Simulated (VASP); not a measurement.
# Os (P4/nmm) in VASP: relaxation of cell and atoms with PBE

Aim: the relaxation of cell and atoms of Os with PBE.

Program: VASP 6.6.1. These are calculated values, not measurements. Logs are shortened: lines on timing, memory, paths and dates and some standing lists are left out, and cuts for length are marked.

**1. The cell of the first run**

It takes space group P4/nmm (No. 129, tetragonal). Conventional cell: a = 2.990 Å, b = 2.990 Å, c = 3.298 Å, α = 90.00°, β = 90.00°, γ = 90.00°. Within 3.1 Å of Os (site symmetry 4mm) lie 12 Os at 2.38 to 3.05 Å.

The cell was generated, and may not be a known phase.

**2. Relaxation of cell and atoms, PBE**

Input file INCAR:

```
SYSTEM = Os
PREC = Accurate
ENCUT = 600
EDIFF = 1E-6
ISMEAR = 0
SIGMA = 0.1
LREAL = .FALSE.
LASPH = .TRUE.
NELM = 100
ALGO = Normal
ISIF = 3
LWAVE = .FALSE.
LCHARG = .FALSE.
GGA = PE
IBRION = 2
NSW = 90
EDIFFG = -0.04
```

Input file KPOINTS:

```
regular mesh
0
G
  6 6 6
  0 0 0
```

Input file POSCAR:

```
Os
1.0
    2.9902072023      0.0000000000      0.0000000000
    0.0000000000      2.9902072023      0.0000000000
    0.0000000000      0.0000000000      3.2982176775
Os
2
Direct
    0.0000000000      0.5000000000      0.3333300000
    0.5000000000      0.0000000000      0.6666700000
```

Potentials or basis: VASP PAW PBE potentials, release 64 (Os).

Launch:

```console
$ cat potpaw_PBE.64/Os/POTCAR > POTCAR
$ mpirun -np 1 vasp_std > vasp.out
```

OUTCAR:

```text
SYSTEM = Os
   PREC = Accurate
   ENCUT = 600
   EDIFF = 1E-6
   ISMEAR = 0
   LREAL = .FALSE.
   LASPH = .TRUE.
   NELM = 100
   ISIF = 3
   GGA = PE
   IBRION = 2
   NSW = 90
   EDIFFG = -0.04

 ion  position               nearest neighbor table
   1  0.000  0.500  0.333-   2 2.38   2 2.38   2 2.38   2 2.38   2 3.05   2 3.05   2 3.05   2 3.05

   2  0.500  0.000  0.667-   1 2.38   1 2.38   1 2.38   1 2.38   1 3.05   1 3.05   1 3.05   1 3.05

  LATTYP: Found a simple tetragonal cell.
 ALAT       =     2.9902072023
 C/A-ratio  =     1.1030063987

  Lattice vectors:

 A1 = (   2.9902072023,   0.0000000000,   0.0000000000)
 A2 = (   0.0000000000,   2.9902072023,   0.0000000000)
 A3 = (   0.0000000000,   0.0000000000,   3.2982176775)

Analysis of symmetry for initial positions (statically):
=====================================================================
 Subroutine PRICEL returns:
 Original cell was already a primitive cell.

 Routine SETGRP: Setting up the symmetry group for a
 simple tetragonal supercell.

 Subroutine GETGRP returns: Found 16 space group operations
 (whereof  8 operations were pure point group operations)
 out of a pool of 16 trial point group operations.

The static configuration has the point symmetry D_2d.
 The point group associated with its full space group is D_4h.

Analysis of symmetry for dynamics (positions and initial velocities):
=====================================================================
 Subroutine PRICEL returns:
 Original cell was already a primitive cell.

 Routine SETGRP: Setting up the symmetry group for a
 simple tetragonal supercell.

 Subroutine GETGRP returns: Found 16 space group operations
 (whereof  8 operations were pure point group operations)
 out of a pool of 16 trial point group operations.

The dynamic configuration has the point symmetry D_2d.
 The point group associated with its full space group is D_4h.

 Subroutine INISYM returns: Found 16 space group operations
 (whereof  8 operations are pure point group operations),
 and found     1 'primitive' translations

----------------------------------------------------------------------------------------

                                     Primitive cell

  volume of cell :      29.4905

  direct lattice vectors                    reciprocal lattice vectors
     2.990207202  0.000000000  0.000000000     0.334424985  0.000000000  0.000000000
     0.000000000  2.990207202  0.000000000     0.000000000  0.334424985  0.000000000
     0.000000000  0.000000000  3.298217677     0.000000000  0.000000000  0.303194057

  length of vectors
[... 85 lines left out ...]
   NSW    =     90    number of steps for IOM
   IBRION =      2    ionic relax: 0-MD 1-quasi-New 2-CG
   NFREE  =      1    steps in history (QN), initial steepest desc. (CG)
   ISIF   =      3    stress and relaxation
   ISYM   =      2    0-nonsym 1-usesym 2-fastsym
   POTIM  = 0.5000    time-step for ionic-motion
   TEBEG  =    0.0;   TEEND  =   0.0 temperature during run
   PSTRESS=    0.0 pullay stress
   NELECT =      16.0000    total number of electrons
   NUPDOWN=      -1.0000    fix difference up-down
   EMIN   =  10.00;   EMAX   =-10.00  energy-range for DOS
   EFERMI =   0.00;   METHOD = LEGACY
   ISMEAR =     0;   SIGMA  =   0.10  broadening in eV -4-tet -1-fermi 0-gaus
   EFERMI_NEDOS =   21; number of points for ismear=-14 and -15
   IALGO  =     38    algorithm
   IMIX   =      4    mixing-type and parameters
     AMIX     =   0.40;   BMIX     =  1.00
     AMIX_MAG =   1.60;   BMIX_MAG =  1.00
  volume/ion in A,a.u.               =      14.75        99.51
  Fermi-wavevector in a.u.,A,eV,Ry     =   1.335224  2.523208 24.256789  1.782824
  Thomas-Fermi vector in A             =   2.463945
   LORBIT       =      0    0 simple, 1 ext, 2 COOP (PROOUT), +10 PAW based schemes
   GGA     = PE    functional components
   LHFCALC =     F    Hartree Fock is set to
   AEXX    =    0.0000 exact exchange contribution
   IVDW    =     0    specifies the selected vdW correction
   LEPSILON=     F    determine dielectric tensor
   LRPA    =     F    only Hartree local field effects (RPA)
 conjugate gradient relaxation of ions
 non-spin polarized calculation
 Gauss-broadening in eV      SIGMA  =   0.10
  energy-cutoff  :      600.00
  volume of cell :       29.49
 maximum number of plane-waves:      1006
 NGX is ok and might be reduce to    24
   NGX = 11   NGY = 11   NGZ = 13

--------------------------------------- Ionic step        1  -------------------------------------------

 number of electron      16.0000002 magnetization

 Free energy of the ion-electron system (eV)
  ---------------------------------------------------
  ext. energy  EPLUGINS =         0.00000000
  ---------------------------------------------------
  free energy    TOTEN  =       -19.84233062 eV

  energy without entropy =      -19.83231374  energy(sigma->0) =      -19.83732218

------------------------ aborting loop because EDIFF is reached ----------------------------------------

  FORCE on cell =-STRESS in cart. coord.  units (eV):
  Direction    XX          YY          ZZ          XY          YZ          ZX
  --------------------------------------------------------------------------------------
  -------------------------------------------------------------------------------------
  Total        7.0887346      7.0887346      8.8473314      0.0000000      0.0000000     -0.0000000
  in kB      385.1211935    385.1211935    480.6633375      0.0000000      0.0000000     -0.0000000
  external PRESSURE =     416.9685748 kB  Pullay stress =       0.0000000 kB
[... 818 lines left out ...]
      1       2.7199      2.00000
      2       2.7199      2.00000
      3       5.7423      2.00000
      4       5.7423      2.00000
      5       9.4700      2.00000
      6       9.4700      2.00000
      7       9.9391      2.00000
      8       9.9391      2.00000
      9      13.3816      0.00000
     10      13.3816      0.00000
     11      15.7562      0.00000
     12      15.7562      0.00000

 [... further k-points ...]

[... ionic steps 4 to 17 ...]

--------------------------------------- Ionic step       18  -------------------------------------------

 number of electron      16.0000000 magnetization

------------------------ aborting loop because EDIFF is reached ----------------------------------------
[... 67 lines left out ...]
--------------------------------------- Ionic step       20  -------------------------------------------

 number of electron      16.0000000 magnetization

 Free energy of the ion-electron system (eV)
  ---------------------------------------------------
  ext. energy  EPLUGINS =         0.00000000
  ---------------------------------------------------
  free energy    TOTEN  =       -22.21312206 eV

  energy without entropy =      -22.20735337  energy(sigma->0) =      -22.21023771

 E-fermi :   9.0415     XC(G=0): -13.9144

 val. band max:        9.0387556810   @ k =   0.0000   0.0000   0.1667
 cond. band min:       9.0696994016   @ k =   0.5000   0.5000   0.1667
 fundamental gap:      0.0309437206
 Fermi energy:         9.0415164079
[... 389 lines left out ...]
  FREE ENERGIE OF THE ION-ELECTRON SYSTEM (eV)
  ---------------------------------------------------
  free  energy   TOTEN  =       -22.2131220555 eV

  energy  without entropy=      -22.2073533703  energy(sigma->0) =      -22.21023771

 reached required accuracy - stopping structural energy minimisation
```

OSZICAR:

```text
N       E                     dE             d eps       ncg     rms          rms(c)
DAV:   1     0.119535331264E+03    0.11954E+03   -0.82933E+03   960   0.143E+03
DAV:   2    -0.117137486201E+02   -0.13125E+03   -0.11933E+03   976   0.416E+02
DAV:   3    -0.206174125396E+02   -0.89037E+01   -0.80614E+01  1172   0.883E+01
[... 163 lines left out ...]
       N       E                     dE             d eps       ncg     rms          rms(c)
DAV:   1    -0.222131721893E+02   -0.90758E-04   -0.27786E-03   960   0.458E-01    0.793E-02
DAV:   2    -0.222131326203E+02    0.39569E-04   -0.39769E-05  1116   0.783E-02    0.366E-02
DAV:   3    -0.222131219616E+02    0.10659E-04   -0.31905E-05  1148   0.567E-02    0.668E-03
DAV:   4    -0.222131220555E+02   -0.93896E-07   -0.65412E-07   492   0.848E-03
  20 F= -.22213122E+02 E0= -.22210238E+02  d E =-.899314E-04
```

It took 2.4 min on 1 thread of Oxide Virtual Turin-like, shared host; peak memory 0.13 GiB.

Results:

```
Free energy                           : -22.2131 eV
Relaxed volume                        : 14.34 Å³/atom
Relaxed cell                          : a = 2.738 Å, b = 2.738 Å, c = 3.825 Å, α = 90.00°, β = 90.00°, γ = 90.00°
Space group after relaxing (to 0.1 Å) : Fm-3m (No. 225)
Pressure after relaxing               : 0.0 GPa
Largest force after relaxing          : 0.022 eV/Å
Band gap on the k mesh                : zero (bands 8 and 9 overlap by 3.11 eV)
```

Forces in eV/Å, atoms in the order of the input:
```
Os   0.000  0.000  0.022
Os   0.000  0.000 -0.022
```

Final structure:
```yaml
crystal:
  lattice:
    - [2.73804, 0.00000, 0.00000]
    - [0.00000, 2.73804, 0.00000]
    - [0.00000, 0.00000, 3.82515]
  atoms:
    - { symbol: Os, position: [0.00000, 0.50000, 0.24948] }
    - { symbol: Os, position: [0.50000, 0.00000, 0.75052] }
```

Caveat: a cell axis changed by over 15 % at a fixed basis, so the end point is rough; spin-orbit coupling is left out, which moves the levels of the heavy elements.

The gap in the log of VASP goes by the Fermi energy; the results here count the filled bands.